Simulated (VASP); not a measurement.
# Cl (Cmce) in VASP: notebook

Runs on Cl. Level: r2SCAN. Tasks: single point.

Program: VASP 6.6.1. These are calculated values, not measurements. Logs are shortened: lines on timing, memory, paths and dates and some standing lists are left out, and cuts for length are marked.

## 1. The cell of the first run

It takes space group Cmce (No. 64, orthorhombic). The conventional cell has a = 5.932 Å, b = 3.810 Å, c = 8.352 Å, α = 90.00°, β = 90.00°, γ = 90.00°. Cl (site symmetry m) has 1 Cl at 2.01 Å within 2.7 Å.

## 2. Single point, r2SCAN (epitaxial xy strain -5.1%)

Contents of POSCAR:

```
Cl
1.0
    2.9658496339     -1.9048755971      0.0000000000
    2.9658496339      1.9048755971      0.0000000000
    0.0000000000      0.0000000000      8.3518635775
Cl
4
Direct
    0.8802850066      0.1197149934      0.6074849329
    0.1197149934      0.8802850066      0.3925150671
    0.6197149934      0.3802850066      0.1074849329
    0.3802850066      0.6197149934      0.8925150671
```

Contents of INCAR.step1:

```
SYSTEM = Cl
  PREC = Accurate
  ENCUT = 520
  ISMEAR = 0
  SIGMA = 0.01
  LREAL = .False.
  LASPH = .True.
  NELM = 60
  NBANDS = 22
  GGA = PE
  ALGO = Normal
  EDIFF = 1E-4
  LWAVE = .True.
  LCHARG = .False.
```

Contents of INCAR.step2:

```
SYSTEM = Cl
  PREC = Accurate
  ENCUT = 520
  EDIFF = 1E-6
  ISMEAR = 0
  SIGMA = 0.01
  LREAL = .False.
  LASPH = .True.
  NELM = 60
  ALGO = Normal
  ISIF = 2
  LWAVE = .False.
  LCHARG = .False.
  METAGGA = R2SCAN
  LMIXTAU = .True.
  NBANDS = 22
  ISTART = 1
```

Contents of KPOINTS:

```
regular mesh
0
Gamma
  8 8 4
  0 0 0
```

Potentials or basis: VASP PAW PBE potentials, release 64 (Cl).

Started as:

```bash
cat potpaw_PBE.64/Cl/POTCAR > POTCAR
cp INCAR.step1 INCAR
mpirun -np 1 vasp_std > vasp.out
cp INCAR.step2 INCAR
mpirun -np 1 vasp_std > vasp.out
```

OUTCAR:

```text
SYSTEM = Cl
   PREC = Accurate
   ENCUT = 520
   EDIFF = 1E-6
   ISMEAR = 0
   LREAL = .False.
   LASPH = .True.
   NELM = 60
   ISIF = 2
   METAGGA = R2SCAN
   ISTART = 1

 ion  position               nearest neighbor table
   1  0.880  0.120  0.607-   2 2.01
   2  0.120  0.880  0.393-   1 2.01
   3  0.620  0.380  0.107-   4 2.01
   4  0.380  0.620  0.893-   3 2.01

  LATTYP: Found a base centered orthorhombic cell.
 ALAT       =     3.8097511942
 B/A-ratio  =     1.5569781241
 C/A-ratio  =     2.1922333380

  Lattice vectors:

 A1 = (  -2.9658496339,  -1.9048755971,   0.0000000000)
 A2 = (   2.9658496339,  -1.9048755971,   0.0000000000)
 A3 = (   0.0000000000,   0.0000000000,   8.3518635775)

Analysis of symmetry for initial positions (statically):
=====================================================================
 Subroutine PRICEL returns:
 Original cell was already a primitive cell.

 Routine SETGRP: Setting up the symmetry group for a
 base centered orthorhombic supercell.

 Subroutine GETGRP returns: Found  8 space group operations
 (whereof  4 operations were pure point group operations)
 out of a pool of  8 trial point group operations.

The static configuration has the point symmetry C_2h.
 The point group associated with its full space group is D_2h.

Analysis of symmetry for dynamics (positions and initial velocities):
=====================================================================
 Subroutine PRICEL returns:
 Original cell was already a primitive cell.

 Routine SETGRP: Setting up the symmetry group for a
 base centered orthorhombic supercell.

 Subroutine GETGRP returns: Found  8 space group operations
 (whereof  4 operations were pure point group operations)
 out of a pool of  8 trial point group operations.

The dynamic configuration has the point symmetry C_2h.
 The point group associated with its full space group is D_2h.

 Subroutine INISYM returns: Found  8 space group operations
 (whereof  4 operations are pure point group operations),
 and found     1 'primitive' translations

----------------------------------------------------------------------------------------

                                     Primitive cell

  volume of cell :      94.3690

  direct lattice vectors                    reciprocal lattice vectors
     2.965849634 -1.904875597  0.000000000     0.168585755 -0.262484333  0.000000000
     2.965849634  1.904875597  0.000000000     0.168585755  0.262484333  0.000000000
     0.000000000  0.000000000  8.351863577     0.000000000  0.000000000  0.119733757

  length of vectors
     3.524885117  3.524885117  8.351863577     0.311960225  0.311960225  0.119733757

  position of ions in fractional coordinates (direct lattice)
     0.880285007  0.119714993  0.607484933
     0.119714993  0.880285007  0.392515067
     0.619714993  0.380285007  0.107484933
     0.380285007  0.619714993  0.892515067

  ion indices of the primitive-cell ions
   primitive index   ion index
                 1           1
                 2           2
                 3           3
                 4           4

----------------------------------------------------------------------------------------

 KPOINTS: regular mesh

Automatic generation of k-mesh.
 Grid dimensions read from file:
 generate k-points for:    8    8    4

 Generating k-lattice:

  Cartesian coordinates                     Fractional coordinates (reciprocal lattice)
     0.021073219 -0.032810542  0.000000000     0.125000000  0.000000000  0.000000000
     0.021073219  0.032810542  0.000000000     0.000000000  0.125000000  0.000000000
     0.000000000  0.000000000  0.029933439     0.000000000  0.000000000  0.250000000

  Length of vectors
     0.038995028  0.038995028  0.029933439

  Shift w.r.t. Gamma in fractional coordinates (k-lattice)
     0.000000000  0.000000000  0.000000000

 Subroutine IBZKPT returns following result:
 ===========================================

 Found     63 irreducible k-points:

 Following reciprocal coordinates:
            Coordinates               Weight
  0.000000  0.000000  0.000000      1.000000
  0.125000  0.000000  0.000000      4.000000
  0.250000  0.000000  0.000000      4.000000
  0.375000  0.000000  0.000000      4.000000
  0.500000  0.000000  0.000000      2.000000
  0.125000  0.125000  0.000000      2.000000
[... 16 lines left out ...]
  0.125000  0.000000  0.250000      8.000000
  0.250000  0.000000  0.250000      8.000000
 [... further k-points ...]
   k-points           NKPTS =     63   k-points in BZ     NKDIM =     63   number of bands    NBANDS=     22
   number of dos      NEDOS =    301   number of ions     NIONS =      4
   total plane-waves  NPLWV =  50176
   dimension x,y,z NGX =    28 NGY =   28 NGZ =   64
   dimension x,y,z NGXF=    56 NGYF=   56 NGZF=  128
   ions per type =               4
   NGX,Y,Z   is equivalent  to a cutoff of  13.21, 13.21, 12.74 a.u.
   NGXF,Y,Z  is equivalent  to a cutoff of  26.41, 26.41, 25.48 a.u.
 SYSTEM =  Cl
   PREC   = accura    normal or accurate (medium, high low for compatibility)
   ISTART =      1    job   : 0-new  1-cont  2-samecut
   ICHARG =      0    charge: 1-file 2-atom 10-const
   ISPIN  =      1    spin polarized calculation?
   LNONCOLLINEAR =      F non collinear calculations
   LSORBIT =      F    spin-orbit coupling
   LASPH  =      T    aspherical Exc in radial PAW
   ENCUT  =  520.0 eV  38.22 Ry    6.18 a.u.   6.55  6.55 15.53*2*pi/ulx,y,z
   NELM   =     60;   NELMIN=  2; NELMDL=  0     # of ELM steps
   EDIFF  = 0.1E-05   stopping-criterion for ELM
   LREAL  =      F    real-space projection
   EDIFFG = 0.1E-04   stopping-criterion for IOM
   NSW    =      0    number of steps for IOM
   IBRION =     -1    ionic relax: 0-MD 1-quasi-New 2-CG
   NFREE  =      0    steps in history (QN), initial steepest desc. (CG)
   ISIF   =      2    stress and relaxation
   ISYM   =      2    0-nonsym 1-usesym 2-fastsym
   POTIM  = 0.5000    time-step for ionic-motion
   TEBEG  =    0.0;   TEEND  =   0.0 temperature during run
   PSTRESS=    0.0 pullay stress
   NELECT =      28.0000    total number of electrons
   NUPDOWN=      -1.0000    fix difference up-down
   EMIN   =  10.00;   EMAX   =-10.00  energy-range for DOS
   EFERMI =   0.00;   METHOD = LEGACY
   ISMEAR =     0;   SIGMA  =   0.01  broadening in eV -4-tet -1-fermi 0-gaus
   EFERMI_NEDOS =   21; number of points for ismear=-14 and -15
   IALGO  =     38    algorithm
   IMIX   =      4    mixing-type and parameters
     AMIX     =   0.40;   BMIX     =  1.00
     AMIX_MAG =   1.60;   BMIX_MAG =  1.00
  volume/ion in A,a.u.               =      23.59       159.21
  Fermi-wavevector in a.u.,A,eV,Ry     =   1.091904  2.063399 16.221606  1.192254
  Thomas-Fermi vector in A             =   2.228159
   LORBIT       =      0    0 simple, 1 ext, 2 COOP (PROOUT), +10 PAW based schemes
   METAGGA = R2SCAN    functional components
   LHFCALC =     F    Hartree Fock is set to
   AEXX    =    0.0000 exact exchange contribution
   IVDW    =     0    specifies the selected vdW correction
   LEPSILON=     F    determine dielectric tensor
   LRPA    =     F    only Hartree local field effects (RPA)
 non-spin polarized calculation
 Gauss-broadening in eV      SIGMA  =   0.01
  energy-cutoff  :      520.00
  volume of cell :       94.37
 maximum number of plane-waves:      2569
 NGX is ok and might be reduce to    28
   NGX = 13   NGY = 13   NGZ = 31

 number of electron      28.0000001 magnetization

 Free energy of the ion-electron system (eV)
  ---------------------------------------------------
  ext. energy  EPLUGINS =         0.00000000
  ---------------------------------------------------
  free energy    TOTEN  =       -24.48450979 eV

  energy without entropy =      -24.48450979  energy(sigma->0) =      -24.48450979

 E-fermi :   1.0357     XC(G=0):  -9.2442

 val. band max:        0.9359090958   @ k =   0.0000   0.0000   0.0000
 cond. band min:       3.1345517785   @ k =   0.0000   0.0000   0.0000
 fundamental gap:      2.1986426827
 Fermi energy:         1.0356626962

 k-point     1 :       0.0000    0.0000    0.0000
  band No.  band energies     occupation
      1     -17.0577      2.00000
      2     -16.6849      2.00000
      3     -13.0739      2.00000
      4     -11.9589      2.00000
      5      -5.4879      2.00000
      6      -3.6331      2.00000
[... 14 lines left out ...]
     21      12.4921      0.00000
     22      12.5479      0.00000

 k-point     2 :       0.1250    0.0000    0.0000
  band No.  band energies     occupation
      1     -16.9962      2.00000
      2     -16.6471      2.00000
      3     -13.0145      2.00000
      4     -11.9836      2.00000
      5      -5.4536      2.00000
      6      -3.7273      2.00000
[... 14 lines left out ...]
     21      12.0252      0.00000
     22      12.6366      0.00000

 k-point     3 :       0.2500    0.0000    0.0000
  band No.  band energies     occupation
      1     -16.8355      2.00000
      2     -16.5590      2.00000
      3     -12.8547      2.00000
      4     -12.0660      2.00000
      5      -5.3707      2.00000
      6      -4.0286      2.00000
[... 14 lines left out ...]
     21      12.0668      0.00000
     22      12.7509      0.00000

 k-point     4 :       0.3750    0.0000    0.0000
  band No.  band energies     occupation
      1     -16.6434      2.00000
      2     -16.4881      2.00000
      3     -12.6393      2.00000
      4     -12.2144      2.00000
      5      -5.2455      2.00000
      6      -4.5269      2.00000
[... 14 lines left out ...]
     21      12.3401      0.00000
     22      13.2128      0.00000

 k-point     5 :       0.5000    0.0000    0.0000
  band No.  band energies     occupation
      1     -16.5089      2.00000
      2     -16.5089      2.00000
      3     -12.4148      2.00000
      4     -12.4148      2.00000
      5      -4.9867      2.00000
      6      -4.9867      2.00000
[... 14 lines left out ...]
     21      12.9092      0.00000
     22      12.9092      0.00000

 k-point     6 :       0.1250    0.1250    0.0000
  band No.  band energies     occupation
      1     -16.9954      2.00000
      2     -16.6337      2.00000
      3     -13.0100      2.00000
      4     -11.9336      2.00000
      5      -5.4374      2.00000
      6      -3.6590      2.00000
[... 14 lines left out ...]
     21      12.5371      0.00000
     22      12.7657      0.00000

 k-point     7 :       0.2500    0.1250    0.0000
  band No.  band energies     occupation
      1     -16.8856      2.00000
      2     -16.5587      2.00000
      3     -12.9007      2.00000
      4     -11.9454      2.00000
      5      -5.3657      2.00000
      6      -3.7830      2.00000
[... 324 lines left out ...]
      6      -4.2832      2.00000
[... 14 lines left out ...]
     21      12.4662      0.00000
     22      13.1203      0.00000

 k-point    21 :       0.5000    0.5000    0.0000
  band No.  band energies     occupation
      1     -16.6040      2.00000
      2     -16.3172      2.00000
      3     -12.6082      2.00000
      4     -11.7843      2.00000
      5      -5.0480      2.00000
      6      -4.0348      2.00000
[... 14 lines left out ...]
     21      13.0801      0.00000
     22      13.2416      0.00000

 k-point    22 :       0.0000    0.0000    0.2500
  band No.  band energies     occupation
      1     -17.0103      2.00000
      2     -16.7483      2.00000
      3     -12.9169      2.00000
      4     -12.1337      2.00000
      5      -5.2358      2.00000
      6      -3.9544      2.00000
[... 14 lines left out ...]
     21      12.4040      0.00000
     22      12.4436      0.00000

 k-point    23 :       0.1250    0.0000    0.2500
  band No.  band energies     occupation
      1     -16.9514      2.00000
      2     -16.7059      2.00000
      3     -12.8688      2.00000
      4     -12.1439      2.00000
      5      -5.2226      2.00000
      6      -4.0314      2.00000
[... 14 lines left out ...]
     21      12.0893      0.00000
     22      12.4910      0.00000

 k-point    24 :       0.2500    0.0000    0.2500
  band No.  band energies     occupation
      1     -16.7990      2.00000
      2     -16.6041      2.00000
      3     -12.7422      2.00000
      4     -12.1864      2.00000
      5      -5.1871      2.00000
      6      -4.2367      2.00000
[... 14 lines left out ...]
     21      12.0761      0.00000
     22      12.3615      0.00000

 [... further k-points ...]
[... 5 lines left out ...]
  --------------------------------------------------------------------------------------
  -------------------------------------------------------------------------------------
  Total        1.7283850      1.0980464     -0.2790530      0.0000000     -0.0000000      0.0000000
  in kB       29.3441775     18.6424134     -4.7377065      0.0000000     -0.0000000      0.0000000
  external PRESSURE =      14.4162948 kB  Pullay stress =       0.0000000 kB

 VOLUME and BASIS-vectors are now :
 -----------------------------------------------------------------------------
  energy-cutoff  :      520.00
  volume of cell :       94.37
      direct lattice vectors                 reciprocal lattice vectors
     2.965849634 -1.904875597  0.000000000     0.168585755 -0.262484333  0.000000000
     2.965849634  1.904875597  0.000000000     0.168585755  0.262484333  0.000000000
     0.000000000  0.000000000  8.351863577     0.000000000  0.000000000  0.119733757

 POSITION                                       TOTAL-FORCE (eV/Angst)
 -----------------------------------------------------------------------------------
      2.96585     -1.44879      5.07363         0.000000     -0.108450     -0.209027
      2.96585      1.44879      3.27823         0.000000      0.108450      0.209027
      2.96585     -0.45608      0.89770         0.000000      0.108450     -0.209027
      2.96585      0.45608      7.45416         0.000000     -0.108450      0.209027
 -----------------------------------------------------------------------------------
    total drift:                                0.000000      0.000000      0.000000

  FREE ENERGIE OF THE ION-ELECTRON SYSTEM (eV)
  ---------------------------------------------------
  free  energy   TOTEN  =       -24.4845097872 eV

  energy  without entropy=      -24.4845097872  energy(sigma->0) =      -24.48450979
```

Wall time 2.9 min (1 thread of AMD EPYC 9R45 (Zen 5), shared host); peak memory 0.23 GiB.

Results:

```
Free energy            : -24.4845 eV
Pressure               : 1.4 GPa
Largest force          : 0.235 eV/Å
Band gap on the k mesh : 2.20 eV, direct
```

Forces on the atoms (eV/Å):
```
Cl   0.000 -0.108 -0.209
Cl   0.000  0.108  0.209
Cl   0.000  0.108 -0.209
Cl   0.000 -0.108  0.209
```

Stress tensor (GPa, compression positive):
```
 2.93  0.00  0.00
 0.00  1.86  0.00
 0.00  0.00 -0.47
```

Levels at points of the mesh, in eV from the valence-band top:
| k point | band 10 | band 11 | band 12 | band 13 | band 14 | band 15 | band 16 | band 17 | band 18 | band 19 |
| --- | --- | --- | --- | --- | --- | --- | --- | --- | --- | --- |
| (0.00, 0.00, 0.00) | -2.22 | -1.06 | -0.57 | -0.10 | 0.00 | 2.20 | 3.60 | 7.70 | 7.93 | 9.02 |
| (0.50, 0.00, 0.00) | -2.78 | -1.45 | -1.45 | -0.40 | -0.40 | 3.11 | 3.11 | 8.48 | 8.48 | 10.84 |
| (0.50, 0.50, 0.00) | -2.99 | -2.16 | -1.41 | -0.75 | -0.74 | 2.34 | 3.29 | 8.49 | 8.65 | 8.82 |
| (0.00, 0.00, 0.50) | -2.26 | -0.95 | -0.95 | -0.05 | -0.05 | 2.90 | 2.90 | 8.09 | 8.09 | 9.95 |
| (0.50, 0.00, 0.50) | -2.82 | -1.09 | -1.09 | -0.21 | -0.21 | 2.71 | 2.71 | 8.78 | 8.78 | 10.21 |
| (0.50, 0.50, 0.50) | -3.02 | -1.41 | -1.41 | -1.19 | -1.19 | 2.79 | 2.79 | 9.13 | 9.13 | 10.06 |

Caveat: the cell differs from its parent crystal (epitaxial xy strain -5.1%); the PAW data sets were made with another functional, which shifts forces and pressure a little. A k mesh can miss the band edges.

## 3. Single point, r2SCAN (uniaxial y strain -5.5%)

Contents of POSCAR:

```
Cl
1.0
    3.1252367059     -1.8976495147      0.0000000000
    3.1252367059      1.8976495147      0.0000000000
    0.0000000000      0.0000000000      8.1465601234
Cl
4
Direct
    0.8739676748      0.1260323252      0.6091078080
    0.1260323252      0.8739676748      0.3908921920
    0.6260323252      0.3739676748      0.1091078080
    0.3739676748      0.6260323252      0.8908921920
```

Contents of INCAR.step1:

```
SYSTEM = Cl
PREC = Accurate
ENCUT = 520
ISMEAR = 0
SIGMA = 0.01
LREAL = .FALSE.
LASPH = .TRUE.
NELM = 60
NBANDS = 22
GGA = PE
ALGO = Normal
EDIFF = 1E-4
LWAVE = .TRUE.
LCHARG = .FALSE.
```

Contents of INCAR.step2:

```
SYSTEM = Cl
PREC = Accurate
ENCUT = 520
EDIFF = 1E-7
ISMEAR = 0
SIGMA = 0.01
LREAL = .FALSE.
LASPH = .TRUE.
NELM = 60
ALGO = Normal
ISIF = 2
LWAVE = .FALSE.
LCHARG = .TRUE.
METAGGA = R2SCAN
LMIXTAU = .TRUE.
LELF = .TRUE.
LVHAR = .TRUE.
NBANDS = 22
ISTART = 1
```

Contents of KPOINTS:

```
regular mesh
0
G
  8 8 4
  0 0 0
```

Potentials or basis: VASP PAW PBE potentials, release 64 (Cl).

Started as:

```bash
cat potpaw_PBE.64/Cl/POTCAR > POTCAR
cp INCAR.step1 INCAR
mpirun -np 1 vasp_std > vasp.out
cp INCAR.step2 INCAR
mpirun -np 1 vasp_std > vasp.out
```

It took 3.3 min on 1 thread of AMD EPYC 9R45 (Zen 5), shared host; peak memory 0.23 GiB.

Results (log left out):

| Property | Result |
| --- | --- |
| Free energy | -24.5234 eV |
| Pressure | 1.3 GPa |
| Largest force | 0.231 eV/Å |
| Band gap on the k mesh | 2.35 eV, direct |

Forces on the atoms (eV/Å):
```
Cl   0.000 -0.111 -0.203
Cl   0.000  0.111  0.203
Cl   0.000  0.111 -0.203
Cl   0.000 -0.111  0.203
```

Stress tensor (GPa, compression positive):
```
1.32 0.00 0.00
0.00 1.73 0.00
0.00 0.00 0.72
```

Levels at points of the mesh, in eV from the valence-band top:
| k point | band 10 | band 11 | band 12 | band 13 | band 14 | band 15 | band 16 | band 17 | band 18 | band 19 |
| --- | --- | --- | --- | --- | --- | --- | --- | --- | --- | --- |
| (0.00, 0.00, 0.00) | -2.31 | -1.15 | -0.58 | -0.26 | 0.00 | 2.35 | 3.58 | 7.69 | 7.71 | 8.86 |
| (0.50, 0.00, 0.00) | -2.87 | -1.30 | -1.30 | -0.49 | -0.49 | 3.25 | 3.25 | 8.37 | 8.37 | 10.91 |
| (0.50, 0.50, 0.00) | -2.83 | -2.03 | -1.39 | -0.69 | -0.50 | 2.42 | 3.35 | 8.63 | 8.75 | 9.12 |
| (0.00, 0.00, 0.50) | -2.42 | -1.04 | -1.04 | -0.12 | -0.12 | 2.94 | 2.94 | 7.99 | 7.99 | 9.86 |
| (0.50, 0.00, 0.50) | -2.92 | -0.93 | -0.93 | -0.20 | -0.20 | 2.80 | 2.80 | 8.70 | 8.70 | 10.14 |
| (0.50, 0.50, 0.50) | -2.81 | -1.21 | -1.21 | -1.19 | -1.19 | 2.84 | 2.84 | 9.39 | 9.39 | 10.23 |

Caveat: the cell differs from its parent crystal (uniaxial y strain -5.5%); the PAW data sets were made with another functional, which shifts forces and pressure a little. A k mesh can miss the band edges.
